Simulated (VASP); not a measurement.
# MgS (Fm-3m) in VASP: single point with PBE

Aim: the single point of MgS with PBE.

All numbers are computed with VASP 6.6.1; they aren't measurements. Logs are shortened: lines on timing, memory, paths and dates and some standing lists are left out, and cuts for length are marked.

### 1 The cell of the first run

The structure is cubic, space group Fm-3m (No. 225). The conventional cell has a = 5.203 Å, b = 5.203 Å, c = 5.203 Å, α = 90.00°, β = 90.00°, γ = 90.00°. Within 3.4 Å of Mg (site symmetry m-3m) lie 6 S at 2.60 Å. S (site symmetry m-3m) has 6 Mg at 2.60 Å within 3.4 Å.

### 2 Single point, PBE

Contents of INCAR:

```
SYSTEM = MgS
ALGO = Normal
EDIFF = 1E-6
ENCUT = 520
GGA = PE
ISIF = 2
ISMEAR = 0
ISYM = 0
LASPH = .TRUE.
LCHARG = .TRUE.
LELF = .TRUE.
LREAL = Auto
LVHAR = .TRUE.
LWAVE = .FALSE.
NBANDS = 46
NELM = 60
PREC = Accurate
SIGMA = 0.1
```

Contents of KPOINTS:

```
Automatic mesh
0
Gamma
  2 2 2
  0.5 0.5 0.5
```

Contents of POSCAR:

```
MgS
1.0
    5.2033000000      0.0000000000     -5.2033000000
    0.0000000000      5.2033000000     -5.2033000000
    5.2033000000      5.2033000000      0.0000000000
Mg S
8 8
Direct
    0.5000000000      0.5000000000      0.0000000000
    0.5000000000      0.5000000000      0.5000000000
    0.5000000000      0.0000000000      0.0000000000
    0.5000000000      0.0000000000      0.5000000000
    0.0000000000      0.5000000000      0.0000000000
    0.0000000000      0.5000000000      0.5000000000
    0.0000000000      0.0000000000      0.0000000000
    0.0000000000      0.0000000000      0.5000000000
    0.2500000000      0.2500000000      0.7500000000
    0.2500000000      0.2500000000      0.2500000000
    0.2500000000      0.7500000000      0.7500000000
    0.2500000000      0.7500000000      0.2500000000
    0.7500000000      0.2500000000      0.7500000000
    0.7500000000      0.2500000000      0.2500000000
    0.7500000000      0.7500000000      0.7500000000
    0.7500000000      0.7500000000      0.2500000000
```

Potentials or basis: VASP PAW PBE potentials, release 64 (Mg, S).

The run is started by

```sh
cat potpaw_PBE.64/Mg/POTCAR potpaw_PBE.64/S/POTCAR > POTCAR
mpirun -np 1 vasp_std > vasp.out
```

OUTCAR:

```text
SYSTEM = MgS
   EDIFF = 1E-6
   ENCUT = 520
   GGA = PE
   ISIF = 2
   ISMEAR = 0
   ISYM = 0
   LASPH = .TRUE.
   LREAL = Auto
   NELM = 60
   PREC = Accurate

 ion  position               nearest neighbor table
   1  0.500  0.500  0.000-  10 2.60  11 2.60  12 2.60  13 2.60  14 2.60  15 2.60
   2  0.500  0.500  0.500-   9 2.60  11 2.60  12 2.60  13 2.60  14 2.60  16 2.60
   3  0.500  0.000  0.000-   9 2.60  10 2.60  12 2.60  13 2.60  15 2.60  16 2.60
   4  0.500  0.000  0.500-   9 2.60  10 2.60  11 2.60  14 2.60  15 2.60  16 2.60
   5  0.000  0.500  0.000-   9 2.60  10 2.60  11 2.60  14 2.60  15 2.60  16 2.60
   6  0.000  0.500  0.500-   9 2.60  10 2.60  12 2.60  13 2.60  15 2.60  16 2.60
[... 8 lines left out ...]
  15  0.750  0.750  0.750-   1 2.60   3 2.60   4 2.60   5 2.60   6 2.60   8 2.60
  16  0.750  0.750  0.250-   2 2.60   3 2.60   4 2.60   5 2.60   6 2.60   7 2.60

IMPORTANT INFORMATION: All symmetrisations will be switched off!
NOSYMM: (Re-)initialisation of all symmetry stuff for point group C_1.

----------------------------------------------------------------------------------------

                                     Primitive cell

  volume of cell :     281.7517

  direct lattice vectors                    reciprocal lattice vectors
     5.203300000  0.000000000 -5.203300000     0.096092864 -0.096092864 -0.096092864
     0.000000000  5.203300000 -5.203300000    -0.096092864  0.096092864 -0.096092864
     5.203300000  5.203300000  0.000000000     0.096092864  0.096092864  0.096092864

  length of vectors
     7.358577429  7.358577429  7.358577429     0.166437723  0.166437723  0.166437723

  position of ions in fractional coordinates (direct lattice)
     0.500000000  0.500000000  0.000000000
     0.500000000  0.500000000  0.500000000
     0.500000000  0.000000000  0.000000000
     0.500000000  0.000000000  0.500000000
     0.000000000  0.500000000  0.000000000
     0.000000000  0.500000000  0.500000000
[... 8 lines left out ...]
     0.750000000  0.750000000  0.750000000
     0.750000000  0.750000000  0.250000000

  ion indices of the primitive-cell ions
   primitive index   ion index
                 1           1
                 2           2
                 3           3
                 4           4
                 5           5
                 6           6
[... 8 lines left out ...]
                15          15
                16          16

----------------------------------------------------------------------------------------

 KPOINTS: Automatic mesh

Automatic generation of k-mesh.
 Grid dimensions read from file:
 generate k-points for:    2    2    2

 Generating k-lattice:

  Cartesian coordinates                     Fractional coordinates (reciprocal lattice)
     0.048046432 -0.048046432 -0.048046432     0.500000000  0.000000000  0.000000000
    -0.048046432  0.048046432 -0.048046432     0.000000000  0.500000000  0.000000000
     0.048046432  0.048046432  0.048046432     0.000000000  0.000000000  0.500000000

  Length of vectors
     0.083218861  0.083218861  0.083218861

  Shift w.r.t. Gamma in fractional coordinates (k-lattice)
     0.500000000  0.500000000  0.500000000

 Subroutine IBZKPT returns following result:
 ===========================================

 Found     16 irreducible k-points:

 Following reciprocal coordinates:
            Coordinates               Weight
  0.250000  0.250000  0.250000      2.000000
  0.250000  0.000000  0.000000      2.000000
  0.000000  0.000000 -0.250000      2.000000
  0.000000  0.250000  0.000000      2.000000
 -0.250000  0.250000  0.250000      2.000000
  0.250000 -0.250000  0.250000      2.000000
[... 8 lines left out ...]
  0.000000  0.250000  0.500000      2.000000
  0.500000  0.250000  0.000000      2.000000
   k-points           NKPTS =     16   k-points in BZ     NKDIM =     16   number of bands    NBANDS=     46
   number of dos      NEDOS =    301   number of ions     NIONS =     16
   total plane-waves  NPLWV = 175616
   dimension x,y,z NGX =    56 NGY =   56 NGZ =   56
   dimension x,y,z NGXF=   112 NGYF=  112 NGZF=  112
   ions per type =               8   8
   NGX,Y,Z   is equivalent  to a cutoff of  12.65, 12.65, 12.65 a.u.
   NGXF,Y,Z  is equivalent  to a cutoff of  25.30, 25.30, 25.30 a.u.
 SYSTEM =  MgS
   PREC   = accura    normal or accurate (medium, high low for compatibility)
   ISTART =      0    job   : 0-new  1-cont  2-samecut
   ICHARG =      2    charge: 1-file 2-atom 10-const
   ISPIN  =      1    spin polarized calculation?
   LNONCOLLINEAR =      F non collinear calculations
   LSORBIT =      F    spin-orbit coupling
   LASPH  =      T    aspherical Exc in radial PAW
   ENCUT  =  520.0 eV  38.22 Ry    6.18 a.u.  13.68 13.68 13.68*2*pi/ulx,y,z
   NELM   =     60;   NELMIN=  2; NELMDL= -5     # of ELM steps
   EDIFF  = 0.1E-05   stopping-criterion for ELM
   LREAL  =      T    real-space projection
   EDIFFG = 0.1E-04   stopping-criterion for IOM
   NSW    =      0    number of steps for IOM
   IBRION =     -1    ionic relax: 0-MD 1-quasi-New 2-CG
   NFREE  =      0    steps in history (QN), initial steepest desc. (CG)
   ISIF   =      2    stress and relaxation
   ISYM   =      0    0-nonsym 1-usesym 2-fastsym
   POTIM  = 0.5000    time-step for ionic-motion
   TEBEG  =    0.0;   TEEND  =   0.0 temperature during run
   PSTRESS=    0.0 pullay stress
   NELECT =      64.0000    total number of electrons
   NUPDOWN=      -1.0000    fix difference up-down
   EMIN   =  10.00;   EMAX   =-10.00  energy-range for DOS
   EFERMI =   0.00;   METHOD = LEGACY
   ISMEAR =     0;   SIGMA  =   0.10  broadening in eV -4-tet -1-fermi 0-gaus
   EFERMI_NEDOS =   21; number of points for ismear=-14 and -15
   IALGO  =     38    algorithm
   IMIX   =      4    mixing-type and parameters
     AMIX     =   0.40;   BMIX     =  1.00
     AMIX_MAG =   1.60;   BMIX_MAG =  1.00
  volume/ion in A,a.u.               =      17.61       118.83
  Fermi-wavevector in a.u.,A,eV,Ry     =   0.998878  1.887606 13.575323  0.997758
  Thomas-Fermi vector in A             =   2.131131
   LORBIT       =      0    0 simple, 1 ext, 2 COOP (PROOUT), +10 PAW based schemes
   GGA     = PE    functional components
   LHFCALC =     F    Hartree Fock is set to
   AEXX    =    0.0000 exact exchange contribution
   IVDW    =     0    specifies the selected vdW correction
   LEPSILON=     F    determine dielectric tensor
   LRPA    =     F    only Hartree local field effects (RPA)
 non-spin polarized calculation
 Gauss-broadening in eV      SIGMA  =   0.10
  energy-cutoff  :      520.00
  volume of cell :      281.75
 maximum number of plane-waves:      7588
 NGX is ok and might be reduce to    56
   NGX = 27   NGY = 27   NGZ = 27

 number of electron      63.9999998 magnetization

 Free energy of the ion-electron system (eV)
  ---------------------------------------------------
  ext. energy  EPLUGINS =         0.00000000
  ---------------------------------------------------
  free energy    TOTEN  =       -68.01879934 eV

  energy without entropy =      -68.01879934  energy(sigma->0) =      -68.01879934

 E-fermi :   4.1310     XC(G=0):  -9.6883

 val. band max:        3.6241043181   @ k =   0.2500   0.2500   0.2500
 cond. band min:       7.0905007103   @ k =   0.2500   0.2500   0.2500
 fundamental gap:      3.4663963921
 Fermi energy:         4.1310281781

 k-point     1 :       0.2500    0.2500    0.2500
  band No.  band energies     occupation
      1      -8.7910      2.00000
      2      -7.8842      2.00000
      3      -7.5922      2.00000
      4      -7.5922      2.00000
      5      -7.5921      2.00000
      6      -7.3313      2.00000
[... 36 lines left out ...]
     43       8.8936      0.00000
     44      10.0401      0.00000

 k-point     2 :       0.2500    0.0000    0.0000
  band No.  band energies     occupation
      1      -8.7910      2.00000
      2      -7.8842      2.00000
      3      -7.5922      2.00000
      4      -7.5922      2.00000
      5      -7.5921      2.00000
      6      -7.3313      2.00000
[... 36 lines left out ...]
     43       8.8936      0.00000
     44      10.0401      0.00000

 k-point     3 :       0.0000    0.0000   -0.2500
  band No.  band energies     occupation
      1      -8.7910      2.00000
      2      -7.8842      2.00000
      3      -7.5922      2.00000
      4      -7.5922      2.00000
      5      -7.5921      2.00000
      6      -7.3313      2.00000
[... 36 lines left out ...]
     43       8.8936      0.00000
     44      10.0401      0.00000

 k-point     4 :       0.0000    0.2500    0.0000
  band No.  band energies     occupation
      1      -8.7910      2.00000
      2      -7.8842      2.00000
      3      -7.5922      2.00000
      4      -7.5922      2.00000
      5      -7.5921      2.00000
      6      -7.3313      2.00000
[... 506 lines left out ...]
     43      10.1180      0.00000
     44      10.5468      0.00000

 k-point    15 :       0.0000    0.2500    0.5000
  band No.  band energies     occupation
      1      -8.4199      2.00000
      2      -8.1089      2.00000
      3      -7.8237      2.00000
      4      -7.6421      2.00000
      5      -7.6421      2.00000
      6      -7.4190      2.00000
[... 36 lines left out ...]
     43      10.1180      0.00000
     44      10.5468      0.00000

 k-point    16 :       0.5000    0.2500    0.0000
  band No.  band energies     occupation
      1      -8.4199      2.00000
      2      -8.1089      2.00000
      3      -7.8237      2.00000
      4      -7.6421      2.00000
      5      -7.6421      2.00000
      6      -7.4190      2.00000
[... 36 lines left out ...]
     43      10.1180      0.00000
     44      10.5468      0.00000
 [bands above 44 left out]

------------------------ aborting loop because EDIFF is reached ----------------------------------------

  FORCE on cell =-STRESS in cart. coord.  units (eV):
  Direction    XX          YY          ZZ          XY          YZ          ZX
  --------------------------------------------------------------------------------------
  -------------------------------------------------------------------------------------
  Total        1.4736385      1.4736445      1.4736373     -0.0000012      0.0000037      0.0000014
  in kB        8.3798248      8.3798590      8.3798181     -0.0000067      0.0000213      0.0000080
  external PRESSURE =       8.3798340 kB  Pullay stress =       0.0000000 kB

 VOLUME and BASIS-vectors are now :
 -----------------------------------------------------------------------------
  energy-cutoff  :      520.00
  volume of cell :      281.75
      direct lattice vectors                 reciprocal lattice vectors
     5.203300000  0.000000000 -5.203300000     0.096092864 -0.096092864 -0.096092864
     0.000000000  5.203300000 -5.203300000    -0.096092864  0.096092864 -0.096092864
     5.203300000  5.203300000  0.000000000     0.096092864  0.096092864  0.096092864

 POSITION                                       TOTAL-FORCE (eV/Angst)
 -----------------------------------------------------------------------------------
      2.60165      2.60165     -5.20330         0.000005     -0.000007      0.000005
      5.20330      5.20330     -5.20330         0.000004     -0.000007      0.000008
      2.60165      0.00000     -2.60165        -0.000003     -0.000002      0.000001
      5.20330      2.60165     -2.60165        -0.000000      0.000001      0.000001
      0.00000      2.60165     -2.60165         0.000000     -0.000006      0.000008
      2.60165      5.20330     -2.60165         0.000004     -0.000003      0.000009
[... 8 lines left out ...]
      7.80495      7.80495     -7.80495         0.000012      0.000006     -0.000008
      5.20330      5.20330     -7.80495        -0.000008      0.000007     -0.000009
 -----------------------------------------------------------------------------------
    total drift:                               -0.000007      0.000046     -0.000077

  FREE ENERGIE OF THE ION-ELECTRON SYSTEM (eV)
  ---------------------------------------------------
  free  energy   TOTEN  =       -68.0187993386 eV

  energy  without entropy=      -68.0187993386  energy(sigma->0) =      -68.01879934
```

Run time: 6.2 min. Hardware: 1 thread of Intel Xeon 6975P-C, shared host; peak memory 0.47 GiB.

What came out:

```
Free energy            : -68.0188 eV
Pressure               : 0.8 GPa
Band gap on the k mesh : 3.47 eV
```

A k mesh can miss the band edges. Expect the measured gap to be larger: semilocal functionals such as PBE lack the derivative discontinuity.
